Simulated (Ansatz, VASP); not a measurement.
# Two plane-wave programs on IrO2

```
CELL_PARAMETERS angstrom
4.58724 0.00000 0.00000
0.00000 4.58724 0.00000
0.00000 0.00000 3.20770
ATOMIC_POSITIONS crystal
Ir 0.00000 0.00000 0.00000
Ir 0.50000 0.50000 0.50000
O 0.30849 0.30849 0.00000
O 0.19151 0.80849 0.50000
O 0.69151 0.69151 0.00000
O 0.80849 0.19151 0.50000
```

Change from the starting cell: volume scaled by 1.06, ions relaxed.

Alike in both runs: functional PBE; k mesh 10 × 10 × 15; occupations fermi-dirac, width 0.05 eV; collinear spin.

Ansatz relaxed the structure, and its values are those at the end. VASP's run is a single point on that final structure, the one shown.

|  | VASP | Ansatz |
| --- | --- | --- |
| version | VASP 6.6.1 | Ansatz 0.2.0 |
| potentials or method | VASP PAW PBE potentials, release 64 (Ir, O) | plane-wave PAW, scalar-relativistic |
| plane-wave cutoff (eV) | 600 | 420 |
| valence electrons in the cell | 42 | 58 |

Ansatz gave:

```
pressure (GPa)                     : -8.4
rms of the force components (eV/Å) : 0.000
net moment per atom (μB)           : 0.00
```

Problem. What did VASP give for the same quantities?

Solution. Pressure (GPa): -6.7; rms of the force components (eV/Å): 0.003; net moment per atom (μB): 0.00.

The functional is the same, so the differences come from potentials, cutoffs and numerics. VASP's potentials hold 42 valence electrons a cell and Ansatz's 58, so a difference there can come from the potentials and not from the codes. Ansatz's warnings: seeded moment not kept, stress scf threshold loose.

Spin-orbit coupling is off throughout.
